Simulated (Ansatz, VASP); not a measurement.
**Two plane-wave programs on PtBr2**

Contents of INCAR:

```
SYSTEM = PtBr2
  PREC = Accurate
  ENCUT = 520
  EDIFF = 1E-6
  ISMEAR = 0
  SIGMA = 0.1
  LREAL = .FALSE.
  LASPH = .TRUE.
  NELM = 150
  ALGO = Normal
  ISIF = 2
  LWAVE = .FALSE.
  LCHARG = .TRUE.
  ISPIN = 2
  MAGMOM = 1 0 0
  LORBIT = 11
  LMAXMIX = 4
  GGA = PE
  LELF = .TRUE.
  LVHAR = .TRUE.
  NBANDS = 23
```

The input KPOINTS:

```
regular mesh
0
G
  6 6 4
  0 0 0
```

File POSCAR:

```
PtBr2
1.0
    3.6783694800      0.0000000000      0.0000000000
    0.0000000000      3.6783694800      0.0000000000
    0.0000000000      0.0000000000      5.2020000000
Pt Br
1 2
Direct
    0.0000000000      0.0000000000      0.0000000000
    0.0000000000      0.0000000000      0.5000000000
    0.5000000000      0.5000000000      0.0000000000
```

Input for Ansatz:

```yaml
crystal:
  lattice:
    - [3.67836948, 0.0, 0.0]
    - [0.0, 3.67836948, 0.0]
    - [0.0, 0.0, 5.202]
  atoms:
    - { symbol: Pt, position: [0.0, 0.0, 0.0], spin: 1.0 }
    - { symbol: Br, position: [0.0, 0.0, 0.5] }
    - { symbol: Br, position: [0.5, 0.5, 0.0] }
basis:
  ecutwfc: 420
kpoints:
  mp_grid: { grid: [6, 6, 4] }
hamiltonian:
  xc: pbe
scf:
  occupations: { method: gaussian, width: 0.1 }
  lower_state_search: "off"
output:
  forces: true
  stress: true
  eigenvalues: true
  populations: true
magnetization:
  spin_polarized: true
```

Change from the starting cell: ordered vacancies on the cation sites of rock salt (P4/mmm, No. 123).

Alike in both runs: task single point; functional PBE; k mesh 6 × 6 × 4; occupations gaussian, width 0.1 eV; collinear spin.

```csv
,VASP,Ansatz
version,VASP 6.6.1,Ansatz 0.2.0
potentials or method,"VASP PAW PBE potentials, release 64 (Pt, Br), cutoff 520 eV","scalar-relativistic, plane waves, PAW"
valence electrons in the cell,24,32
```

Ansatz gave:

```
gap on the k mesh at the Fermi level (eV)                     : none
pressure (GPa)                                                : 3.0
traceless stress, the component that is largest in VASP (GPa) : -5.83
net moment per atom (μB)                                      : 0.00
```

Task: Estimate VASP's values.

Result: gap on the k mesh at the Fermi level (eV): none; pressure (GPa): 2.9; traceless stress, the component that is largest in VASP (GPa): -5.82; net moment per atom (μB): 0.00.

A gap of «none» marks a metal or a gap that the smearing closes. The functional is the same, so the differences come from potentials, cutoffs and numerics. VASP's potentials hold 24 valence electrons a cell and Ansatz's 32, so a difference there can come from the potentials and not from the codes. Ansatz's warnings: seeded moment not kept.

Spin-orbit coupling is off throughout.
